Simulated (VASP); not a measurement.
Runs of VASP 6.6.1 on Ga. The structure is that of space group Fm-3m (No. 225), or close to it. The cells are those of the table. 

```csv
task,cell,k mesh,cutoff (eV),gap on the mesh (eV),pressure (GPa)
single point,"a = 2.895 Å, angles 60.0°, 1 atom",14 × 14 × 14,520,none,7.7
single point,"a = 2.981 Å, angles 60.0°, 1 atom",14 × 14 × 14,520,none,1.9
single point,"a = 3.021 Å, angles 60.0°, 1 atom",13 × 13 × 13,520,none,0.1
single point,"a = 3.021 Å, angles 60.0°, 1 atom",21 × 21 × 21,520,none,0.0
single point,"a = 3.138 Å, angles 60.0°, 1 atom",14 × 14 × 14,520,none,(a)
relaxation of cell and atoms,"relaxed from a = 3.026 Å, angles 60.0°, 1 atom",13 × 13 × 13,600,none,0.0
single point,"a = 3.061 Å, angles 60.0°, 1 atom",14 × 14 × 14,520,none,-1.7
single point,"a = 2.939 Å, angles 60.0°, 1 atom",14 × 14 × 14,520,none,(b)
```

Alike in all rows: level revPBE; potentials or basis VASP PAW PBE potentials, release 64 (Ga_d); no spin polarisation; smearing fermi-dirac 0.1 eV.

**Question.** Estimate the missing entries.

**Answer.** (a) -3.9; (b) 4.5.

Caveats: the PAW data sets were made with another functional, which shifts forces and pressure a little.

A k mesh can miss the band edges, and the runs leave out spin-orbit coupling on Ga.

A gap of «none» marks levels without a gap at the run's occupations.
